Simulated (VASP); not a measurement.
NiO:

```
Ni O
1.0
     0.00000    2.08590    2.08590
     2.08590    0.00000    2.08590
     2.08590    2.08590    0.00000
Ni O
1 1
Direct
  0.00000 0.00000 0.00000
  0.50000 0.50000 0.50000
```

- Program: VASP 6.6.1
- Task: relaxation of cell and atoms
- Functional: LDA
- Potentials or basis: VASP PAW LDA potentials, release 64 (Ni, O)
- Cutoff: 600 eV
- k mesh: 11 × 11 × 11
- Occupations: fermi-dirac, width 0.05 eV
- Spin: collinear spin, ferromagnetic start
- Starting moments: [1.0, 0.0] μB

At the start: pressure -19.9 GPa; volume 9.08 Å³/atom.

**Question.** How do energy, volume and symmetry change on relaxing?

**Answer.** Over 4 steps the energy falls by 54.6 meV/atom and the volume is 8.26 Å³/atom (-9.0 %); space group Fm-3m (No. 225, to 0.05 Å); moment 0.28 μB per cell.

The path:
```csv
step,energy change (eV),largest force (eV/Å),pressure (GPa),volume (Å³)
1,0.0000,0.0000,-19.89,18.15
2,-0.0273,0.0000,23.66,15.35
3,-0.1092,0.0000,-0.27,16.56
4,-0.1092,0.0000,0.19,16.53
```

Final structure:
```
CELL_PARAMETERS angstrom
0.00000 2.02165 2.02165
2.02165 0.00000 2.02165
2.02165 2.02165 0.00000
ATOMIC_POSITIONS crystal
Ni 0.00000 0.00000 0.00000
O 0.50000 0.50000 0.50000
```
